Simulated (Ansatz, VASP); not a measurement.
# Two plane-wave programs on P

File INCAR:

```
PREC     = Accurate       # precision mode
ENCUT    = 520            # plane-wave cutoff, eV
EDIFF    = 1E-6           # SCF threshold, eV
ISMEAR   = 0              # smearing method
SIGMA    = 0.1            # smearing width, eV
LREAL    = F              # projectors in reciprocal space
LASPH    = T              # aspherical terms in the spheres
NELM     = 60             # most SCF steps
ALGO     = Normal         # electronic algorithm
ISIF     = 2              # what is computed and relaxed
LWAVE    = F              # write WAVECAR
LCHARG   = F              # write CHGCAR
GGA      = PE             # functional
NBANDS   = 24             # bands
```

Contents of KPOINTS:

```
Automatic mesh
0
Gamma
  6 6 6
```

The input POSCAR:

```
P
1.0
    5.0242100400      2.9007290200      1.3056490900
   -5.0242100400      2.9007290200      1.3056490900
    0.0000000000     -5.8014580400      1.3056490900
P
6
Direct
    0.2806600000      0.1625099900      0.9181799900
    0.9181799900      0.2806600000      0.1625099900
    0.1625099900      0.9181799900      0.2806600000
    0.7193400000      0.8374900100      0.0818200100
    0.0818200100      0.7193400000      0.8374900100
    0.8374900100      0.0818200100      0.7193400000
```

Input for Ansatz:

```yaml
crystal:
  lattice:
    - [5.02421004, 2.90072902, 1.30564909]
    - [-5.02421004, 2.90072902, 1.30564909]
    - [0.0, -5.80145804, 1.30564909]
  atoms:
    - { symbol: P, position: [0.28066, 0.16250999, 0.91817999] }
    - { symbol: P, position: [0.91817999, 0.28066, 0.16250999] }
    - { symbol: P, position: [0.16250999, 0.91817999, 0.28066] }
    - { symbol: P, position: [0.71934, 0.83749001, 0.08182001] }
    - { symbol: P, position: [0.08182001, 0.71934, 0.83749001] }
    - { symbol: P, position: [0.83749001, 0.08182001, 0.71934] }
basis:
  ecutwfc: 420
kpoints:
  mp_grid: { grid: [6, 6, 6] }
hamiltonian:
  xc: pbe
scf:
  occupations: { method: gaussian, width: 0.1 }
  lower_state_search: "off"
output:
  forces: true
  stress: true
  eigenvalues: true
```

Alike in both runs: task single point; functional PBE; k mesh 6 × 6 × 6; occupations gaussian, width 0.1 eV; no spin polarisation.

```csv
,VASP,Ansatz
version,VASP 6.6.1,Ansatz 0.2.0
potentials or method,"VASP PAW PBE potentials, release 64 (P), cutoff 520 eV","scalar-relativistic, plane waves, PAW"
valence electrons in the cell,30,30
```

Ansatz gave:

```
gap on the k mesh at the Fermi level (eV)                     : none
pressure (GPa)                                                : 6.3
traceless stress, the component that is largest in VASP (GPa) : -1.44
rms of the force components (eV/Å)                            : 1.173
```

Task: Which values does VASP return?

Result: gap on the k mesh at the Fermi level (eV): none; pressure (GPa): 5.9; traceless stress, the component that is largest in VASP (GPa): -1.30; rms of the force components (eV/Å): 1.129.

Atom by atom the forces differ by 0.046 eV/Å (rms over components). A gap of «none» marks a metal or a gap that the smearing closes.
